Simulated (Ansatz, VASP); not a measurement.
# Two plane-wave programs on Co

Contents of INCAR:

```
SYSTEM = Co
  ALGO = Fast
  EDIFF = 1E-7
  EDIFFG = -0.05
  ENCUT = 600
  GGA = PE
  IBRION = 2
  ISIF = 3
  ISMEAR = 0
  ISPIN = 2
  LASPH = .TRUE.
  LCHARG = .FALSE.
  LMAXMIX = 4
  LORBIT = 11
  LREAL = .FALSE.
  LWAVE = .FALSE.
  MAGMOM = 2.33 2.33
  NELM = 150
  NSW = 80
  PREC = Accurate
  SIGMA = 0.1
```

KPOINTS

```
k-points
0
G
  8 8 4
  0 0 0
```

File POSCAR:

```
Co
1.0
    2.4526882437     -1.7259802144      0.0000000000
    2.4526882437      1.7259802144      0.0000000000
    0.0000000000      0.0000000000      4.9101939246
Co
2
Direct
    0.7498240020      0.2501759980      0.2500000000
    0.2501759980      0.7498240020      0.7500000000
```

Input for Ansatz:

```yaml
crystal:
  lattice:
    - [2.4526882437, -1.7259802144, 0.0]
    - [2.4526882437, 1.7259802144, 0.0]
    - [0.0, 0.0, 4.9101939246]
  atoms:
    - { symbol: Co, position: [0.749824002, 0.250175998, 0.25], spin: 2.33 }
    - { symbol: Co, position: [0.250175998, 0.749824002, 0.75], spin: 2.33 }
basis:
  ecutwfc: 420
kpoints:
  mp_grid: { grid: [8, 8, 4] }
hamiltonian:
  xc: pbe
scf:
  occupations: { method: gaussian, width: 0.1 }
output:
  forces: true
  stress: true
  eigenvalues: true
  populations: true
magnetization:
  spin_polarized: true
relax:
  adjacent_minimum: "off"
  f_tol: 0.05
  max_steps: 60
  cell: { stress_tol: 0.5 }
```

Alike in both runs: task relaxation of cell and atoms; functional PBE; k mesh 8 × 8 × 4; occupations gaussian, width 0.1 eV; collinear spin.

```csv
,VASP,Ansatz
version,VASP 6.6.1,Ansatz 0.2.0
potentials or method,"VASP PAW PBE potentials, release 64 (Co), cutoff 600 eV","scalar-relativistic, plane waves, PAW"
valence electrons in the cell,18,34
```

VASP gave:

| Item | Value |
| --- | --- |
| gap on the k mesh at the Fermi level, each at its own relaxed structure (eV) | none |
| net moment per atom (μB) | 1.65 |
| size of the moment on the site where the two differ most (μB) | 1.67 |
| relaxed volume (Å³/atom) | 10.86 |
| relaxed length of the cell vector where the two differ most in proportion (Å) | 3.499 |

Task: Which values does Ansatz return?

Result: gap on the k mesh at the Fermi level, each at its own relaxed structure (eV): none; net moment per atom (μB): 1.67; size of the moment on the site where the two differ most (μB): 1.73; relaxed volume (Å³/atom): 10.93; relaxed length of the cell vector where the two differ most in proportion (Å): 3.516.

Site moments also hang on the region over which each program counts them. A gap of «none» marks a metal or a gap that the smearing closes. VASP's potentials hold 18 valence electrons a cell and Ansatz's 34, so a difference there can come from the potentials and not from the codes.

Noted on VASP's run: the volume moved by over 15 % at a fixed basis, so the end points are rough.
